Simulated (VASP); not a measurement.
# AlAs (a.bB) (F-43m) in VASP: single point with PBEsol

Aim: the single point of AlAs (a.bB) with PBEsol.

Program: VASP 6.6.1. These are calculated values, not measurements. Logs are shortened: lines on timing, memory, paths and dates and some standing lists are left out, and cuts for length are marked.

## (1) The cell of the first run

The structure is cubic, space group F-43m (No. 216). Conventional cell: a = 5.674 Å, b = 5.674 Å, c = 5.674 Å, α = 90.00°, β = 90.00°, γ = 90.00°. Within 3.2 Å of Al (site symmetry -43m) lie 4 As at 2.46 Å. As (site symmetry -43m) has 4 Al at 2.46 Å within 3.2 Å.

## (2) Single point, PBEsol

Contents of INCAR:

```
SYSTEM = AlAs
ALGO     = Normal         ! electronic algorithm
EDIFF    = 1E-6           ! SCF threshold, eV
ENCUT    = 500            ! plane-wave cutoff, eV
GGA      = PS             ! functional
GGA_COMPAT= .FALSE.      
ISIF     = 2              ! what is computed and relaxed
ISMEAR   = 0              ! smearing method
LASPH    = .TRUE.         ! aspherical terms in the spheres
LCHARG   = .FALSE.        ! write CHGCAR
LREAL    = .FALSE.        ! projectors in reciprocal space
LWAVE    = .FALSE.        ! write WAVECAR
NBANDS   = 11             ! bands
NELM     = 120            ! most SCF steps
PREC     = Accurate       ! precision mode
SIGMA    = 0.02           ! smearing width, eV
```

Contents of KPOINTS:

```
k-points
0
G
  8 8 8
  0 0 0
```

Contents of POSCAR:

```
AlAs
1.0
    0.0000000000      2.8372289503      2.8372289503
    2.8372289503      0.0000000000      2.8372289503
    2.8372289503      2.8372289503      0.0000000000
Al As
1 1
Direct
    0.0000000000      0.0000000000      0.0000000000
    0.2500000000      0.2500000000      0.2500000000
```

Potentials or basis: VASP PAW PBE potentials, release 64 (Al, As).

Launch:

```sh
cat potpaw_PBE.64/Al/POTCAR potpaw_PBE.64/As/POTCAR > POTCAR
mpirun -np 1 vasp_std > vasp.out
```

OUTCAR:

```text
SYSTEM = AlAs
   EDIFF = 1E-6
   ENCUT = 500
   GGA = PS
   ISIF = 2
   ISMEAR = 0
   LASPH = .TRUE.
   LREAL = .FALSE.
   NELM = 120
   PREC = Accurate

 ion  position               nearest neighbor table
   1  0.000  0.000  0.000-   2 2.46   2 2.46   2 2.46   2 2.46
   2  0.250  0.250  0.250-   1 2.46   1 2.46   1 2.46   1 2.46

  LATTYP: Found a face centered cubic cell.
 ALAT       =     5.6744579006

  Lattice vectors:

 A1 = (   0.0000000000,   2.8372289503,   2.8372289503)
 A2 = (   2.8372289503,   0.0000000000,   2.8372289503)
 A3 = (   2.8372289503,   2.8372289503,   0.0000000000)

Analysis of symmetry for initial positions (statically):
=====================================================================
 Subroutine PRICEL returns:
 Original cell was already a primitive cell.

 Routine SETGRP: Setting up the symmetry group for a
 face centered cubic supercell.

 Subroutine GETGRP returns: Found 24 space group operations
 (whereof 24 operations were pure point group operations)
 out of a pool of 48 trial point group operations.

The static configuration has the point symmetry T_d .

Analysis of symmetry for dynamics (positions and initial velocities):
=====================================================================
 Subroutine PRICEL returns:
 Original cell was already a primitive cell.

 Routine SETGRP: Setting up the symmetry group for a
 face centered cubic supercell.

 Subroutine GETGRP returns: Found 24 space group operations
 (whereof 24 operations were pure point group operations)
 out of a pool of 48 trial point group operations.

The dynamic configuration has the point symmetry T_d .

 Subroutine INISYM returns: Found 24 space group operations
 (whereof 24 operations are pure point group operations),
 and found     1 'primitive' translations

----------------------------------------------------------------------------------------

                                     Primitive cell

  volume of cell :      45.6786

  direct lattice vectors                    reciprocal lattice vectors
     0.000000000  2.837228950  2.837228950    -0.176228288  0.176228288  0.176228288
     2.837228950  0.000000000  2.837228950     0.176228288 -0.176228288  0.176228288
     2.837228950  2.837228950  0.000000000     0.176228288  0.176228288 -0.176228288

  length of vectors
     4.012447661  4.012447661  4.012447661     0.305236348  0.305236348  0.305236348

  position of ions in fractional coordinates (direct lattice)
     0.000000000  0.000000000  0.000000000
     0.250000000  0.250000000  0.250000000

  ion indices of the primitive-cell ions
   primitive index   ion index
                 1           1
                 2           2

----------------------------------------------------------------------------------------

 KPOINTS: k-points

Automatic generation of k-mesh.
 Grid dimensions read from file:
 generate k-points for:    8    8    8

 Generating k-lattice:

  Cartesian coordinates                     Fractional coordinates (reciprocal lattice)
    -0.022028536  0.022028536  0.022028536     0.125000000  0.000000000  0.000000000
     0.022028536 -0.022028536  0.022028536     0.000000000  0.125000000  0.000000000
     0.022028536  0.022028536 -0.022028536     0.000000000  0.000000000  0.125000000

  Length of vectors
     0.038154544  0.038154544  0.038154544

  Shift w.r.t. Gamma in fractional coordinates (k-lattice)
     0.000000000  0.000000000  0.000000000

 Subroutine IBZKPT returns following result:
 ===========================================

 Found     29 irreducible k-points:

 Following reciprocal coordinates:
            Coordinates               Weight
  0.000000  0.000000  0.000000      1.000000
  0.125000  0.000000  0.000000      8.000000
  0.250000  0.000000  0.000000      8.000000
  0.375000  0.000000  0.000000      8.000000
  0.500000  0.000000  0.000000      4.000000
  0.125000  0.125000  0.000000      6.000000
[... 16 lines left out ...]
  0.500000  0.250000  0.125000     48.000000
 -0.375000  0.250000  0.125000     24.000000
 [... further k-points ...]
   k-points           NKPTS =     29   k-points in BZ     NKDIM =     29   number of bands    NBANDS=     11
   number of dos      NEDOS =    301   number of ions     NIONS =      2
   total plane-waves  NPLWV =  27000
   dimension x,y,z NGX =    30 NGY =   30 NGZ =   30
   dimension x,y,z NGXF=    60 NGYF=   60 NGZF=   60
   ions per type =               1   1
   NGX,Y,Z   is equivalent  to a cutoff of  12.43, 12.43, 12.43 a.u.
   NGXF,Y,Z  is equivalent  to a cutoff of  24.86, 24.86, 24.86 a.u.
 SYSTEM =  AlAs
   PREC   = accura    normal or accurate (medium, high low for compatibility)
   ISTART =      0    job   : 0-new  1-cont  2-samecut
   ICHARG =      2    charge: 1-file 2-atom 10-const
   ISPIN  =      1    spin polarized calculation?
   LNONCOLLINEAR =      F non collinear calculations
   LSORBIT =      F    spin-orbit coupling
   LASPH  =      T    aspherical Exc in radial PAW
   ENCUT  =  500.0 eV  36.75 Ry    6.06 a.u.   7.32  7.32  7.32*2*pi/ulx,y,z
   NELM   =    120;   NELMIN=  2; NELMDL= -5     # of ELM steps
   EDIFF  = 0.1E-05   stopping-criterion for ELM
   LREAL  =      F    real-space projection
   EDIFFG = 0.1E-04   stopping-criterion for IOM
   NSW    =      0    number of steps for IOM
   IBRION =     -1    ionic relax: 0-MD 1-quasi-New 2-CG
   NFREE  =      0    steps in history (QN), initial steepest desc. (CG)
   ISIF   =      2    stress and relaxation
   ISYM   =      2    0-nonsym 1-usesym 2-fastsym
   POTIM  = 0.5000    time-step for ionic-motion
   TEBEG  =    0.0;   TEEND  =   0.0 temperature during run
   PSTRESS=    0.0 pullay stress
   NELECT =       8.0000    total number of electrons
   NUPDOWN=      -1.0000    fix difference up-down
   EMIN   =  10.00;   EMAX   =-10.00  energy-range for DOS
   EFERMI =   0.00;   METHOD = LEGACY
   ISMEAR =     0;   SIGMA  =   0.02  broadening in eV -4-tet -1-fermi 0-gaus
   EFERMI_NEDOS =   21; number of points for ismear=-14 and -15
   IALGO  =     38    algorithm
   IMIX   =      4    mixing-type and parameters
     AMIX     =   0.40;   BMIX     =  1.00
     AMIX_MAG =   1.60;   BMIX_MAG =  1.00
  volume/ion in A,a.u.               =      22.84       154.13
  Fermi-wavevector in a.u.,A,eV,Ry     =   0.915940  1.730876 11.414559  0.838946
  Thomas-Fermi vector in A             =   2.040739
   LORBIT       =      0    0 simple, 1 ext, 2 COOP (PROOUT), +10 PAW based schemes
   GGA     = PS    functional components
   LHFCALC =     F    Hartree Fock is set to
   AEXX    =    0.0000 exact exchange contribution
   IVDW    =     0    specifies the selected vdW correction
   LEPSILON=     F    determine dielectric tensor
   LRPA    =     F    only Hartree local field effects (RPA)
 non-spin polarized calculation
 Gauss-broadening in eV      SIGMA  =   0.02
  energy-cutoff  :      500.00
  volume of cell :       45.68
 maximum number of plane-waves:      1211
 NGX is ok and might be reduce to    30
   NGX = 15   NGY = 15   NGZ = 15

 number of electron       8.0000000 magnetization

 Free energy of the ion-electron system (eV)
  ---------------------------------------------------
  ext. energy  EPLUGINS =         0.00000000
  ---------------------------------------------------
  free energy    TOTEN  =       -10.06467664 eV

  energy without entropy =      -10.06467664  energy(sigma->0) =      -10.06467664

 E-fermi :   3.8269     XC(G=0):  -9.1678

 val. band max:        3.7409487328   @ k =   0.0000   0.0000   0.0000
 cond. band min:       5.0723363990   @ k =   0.5000   0.5000   0.0000
 fundamental gap:      1.3313876662
 Fermi energy:         3.8268720714

 k-point     1 :       0.0000    0.0000    0.0000
  band No.  band energies     occupation
      1      -8.1056      2.00000
      2       3.7409      2.00000
      3       3.7409      2.00000
      4       3.7409      2.00000
      5       5.6644      0.00000
      6       7.9916      0.00000
      7       7.9916      0.00000
      8       7.9916      0.00000
      9      12.4122      0.00000
     10      12.7170      0.00000
     11      12.7170      0.00000

 k-point     2 :       0.1250    0.0000    0.0000
  band No.  band energies     occupation
      1      -7.9536      2.00000
      2       2.2978      2.00000
      3       3.5804      2.00000
      4       3.5804      2.00000
      5       6.4362      0.00000
      6       8.2722      0.00000
      7       8.2722      0.00000
      8       8.3702      0.00000
      9      12.0921      0.00000
     10      12.0921      0.00000
     11      13.1420      0.00000

 k-point     3 :       0.2500    0.0000    0.0000
  band No.  band energies     occupation
      1      -7.5317      2.00000
      2       0.3441      2.00000
      3       3.2640      2.00000
      4       3.2640      2.00000
      5       6.2692      0.00000
      6       8.6074      0.00000
      7       8.6074      0.00000
      8      10.0783      0.00000
      9      11.9814      0.00000
     10      11.9814      0.00000
     11      12.9490      0.00000

 k-point     4 :       0.3750    0.0000    0.0000
  band No.  band energies     occupation
      1      -6.9862      2.00000
      2      -1.1975      2.00000
      3       3.0118      2.00000
      4       3.0118      2.00000
      5       5.9250      0.00000
      6       8.4857      0.00000
      7       8.4857      0.00000
      8      11.2854      0.00000
      9      13.2766      0.00000
     10      13.2766      0.00000
     11      13.3123      0.00000
[... 239 lines left out ...]
 k-point    22 :       0.3750    0.2500    0.1250
  band No.  band energies     occupation
      1      -7.1790      2.00000
      2      -0.0296      2.00000
      3       1.7823      2.00000
      4       2.7652      2.00000
      5       7.2635      0.00000
      6       7.9391      0.00000
      7       8.9583      0.00000
      8      10.2089      0.00000
      9      11.8305      0.00000
     10      14.0829      0.00000
     11      15.6352      0.00000

 k-point    23 :       0.5000    0.2500    0.1250
  band No.  band energies     occupation
      1      -6.6884      2.00000
      2      -1.0371      2.00000
      3       1.1941      2.00000
      4       2.3820      2.00000
      5       7.3444      0.00000
      6       8.1202      0.00000
      7       9.4459      0.00000
      8      10.5374      0.00000
      9      12.9850      0.00000
     10      14.1884      0.00000
     11      15.7682      0.00000

 k-point    24 :      -0.3750    0.2500    0.1250
  band No.  band energies     occupation
      1      -6.4350      2.00000
      2      -1.5147      2.00000
      3       1.0424      2.00000
      4       2.1983      2.00000
      5       7.3355      0.00000
      6       7.8974      0.00000
      7      10.3556      0.00000
      8      11.2864      0.00000
      9      12.0084      0.00000
     10      14.6293      0.00000
     11      15.8938      0.00000

 [... further k-points ...]

------------------------ aborting loop because EDIFF is reached ----------------------------------------

  FORCE on cell =-STRESS in cart. coord.  units (eV):
  Direction    XX          YY          ZZ          XY          YZ          ZX
  --------------------------------------------------------------------------------------
  -------------------------------------------------------------------------------------
  Total        0.0794048      0.0794048      0.0794048     -0.0000000      0.0000000     -0.0000000
  in kB        2.7851223      2.7851223      2.7851223     -0.0000000      0.0000000     -0.0000000
  external PRESSURE =       2.7851223 kB  Pullay stress =       0.0000000 kB

 VOLUME and BASIS-vectors are now :
 -----------------------------------------------------------------------------
  energy-cutoff  :      500.00
  volume of cell :       45.68
      direct lattice vectors                 reciprocal lattice vectors
     0.000000000  2.837228950  2.837228950    -0.176228288  0.176228288  0.176228288
     2.837228950  0.000000000  2.837228950     0.176228288 -0.176228288  0.176228288
     2.837228950  2.837228950  0.000000000     0.176228288  0.176228288 -0.176228288

 POSITION                                       TOTAL-FORCE (eV/Angst)
 -----------------------------------------------------------------------------------
      0.00000      0.00000      0.00000        -0.000000      0.000000      0.000000
      1.41861      1.41861      1.41861         0.000000     -0.000000     -0.000000
 -----------------------------------------------------------------------------------
    total drift:                                0.000000      0.000000      0.000000

  FREE ENERGIE OF THE ION-ELECTRON SYSTEM (eV)
  ---------------------------------------------------
  free  energy   TOTEN  =       -10.0646766403 eV

  energy  without entropy=      -10.0646766403  energy(sigma->0) =      -10.06467664
```

It took 23 s on 1 thread of AMD EPYC 7R13, shared host; peak memory 0.14 GiB.

What came out:

```
Free energy            : -10.0647 eV
Pressure               : 0.3 GPa
Band gap on the k mesh : 1.33 eV, indirect (least direct gap 1.92 eV)
```

Caveat: the PAW data sets were made with another functional, which shifts forces and pressure a little.
